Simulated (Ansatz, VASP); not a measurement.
**SiC: VASP beside Ansatz**

Contents of POSCAR:

```
SiC
1.0
    0.0000000000      2.1337122435      2.1337122435
    2.1337122435      0.0000000000      2.1337122435
    2.1337122435      2.1337122435      0.0000000000
Si C
1 1
Direct
    0.0000000000      0.0000000000      0.0000000000
    0.2500000000      0.2500000000      0.2500000000
```

Contents of INCAR.step1:

```
SYSTEM = SiC
  ALGO = Normal
  EDIFF = 1E-5
  ENCUT = 660
  GGA = PE
  GGA_COMPAT = .FALSE.
  ISMEAR = 0
  LASPH = .TRUE.
  LCHARG = .FALSE.
  LREAL = .FALSE.
  LWAVE = .TRUE.
  NBANDS = 11
  NELM = 120
  PREC = Accurate
  SIGMA = 0.02
```

File INCAR.step2:

```
SYSTEM = SiC
  ALGO = Normal
  EDIFF = 1E-6
  ENCUT = 660
  GGA_COMPAT = .FALSE.
  ISIF = 2
  ISMEAR = 0
  ISTART = 1
  LASPH = .TRUE.
  LCHARG = .TRUE.
  LELF = .TRUE.
  LMIXTAU = .TRUE.
  LREAL = .FALSE.
  LVHAR = .TRUE.
  LWAVE = .FALSE.
  METAGGA = R2SCAN
  NBANDS = 11
  NELM = 120
  PREC = Accurate
  SIGMA = 0.02
```

The input KPOINTS:

```
k-points
0
G
  10 10 10
  0 0 0
```

Input for Ansatz:

```yaml
crystal:
  lattice:
    - [0.0, 2.1337122435, 2.1337122435]
    - [2.1337122435, 0.0, 2.1337122435]
    - [2.1337122435, 2.1337122435, 0.0]
  atoms:
    - { symbol: Si, position: [0.0, 0.0, 0.0] }
    - { symbol: C, position: [0.25, 0.25, 0.25] }
basis:
  ecutwfc: 500
kpoints:
  mp_grid: { grid: [10, 10, 10] }
hamiltonian:
  xc: r2scan
scf:
  occupations: { method: gaussian, width: 0.02 }
output:
  forces: true
  stress: true
  eigenvalues: true
  write_density: true
  write_potential: true
  elf: true
  volumetric_format: npy
```

Alike in both runs: task single point; functional r2SCAN; k mesh 10 × 10 × 10; occupations gaussian, width 0.02 eV; no spin polarisation.

|  | VASP | Ansatz |
| --- | --- | --- |
| version | VASP 6.6.1 | Ansatz 0.2.0 |
| potentials or method | VASP PAW PBE potentials, release 64 (Si, C), cutoff 660 eV | scalar-relativistic, plane waves, PAW |
| valence electrons in the cell | 8 | 8 |

```csv
,VASP,Ansatz,Ansatz less VASP
gap on the k mesh at the Fermi level (eV),1.68,1.67,-0.014
least direct gap on the mesh (eV),5.14,5.12,-0.015
pressure (GPa),15.4,15.8,+0.47
```

VASP's potentials were made for PBE, not for r2SCAN.
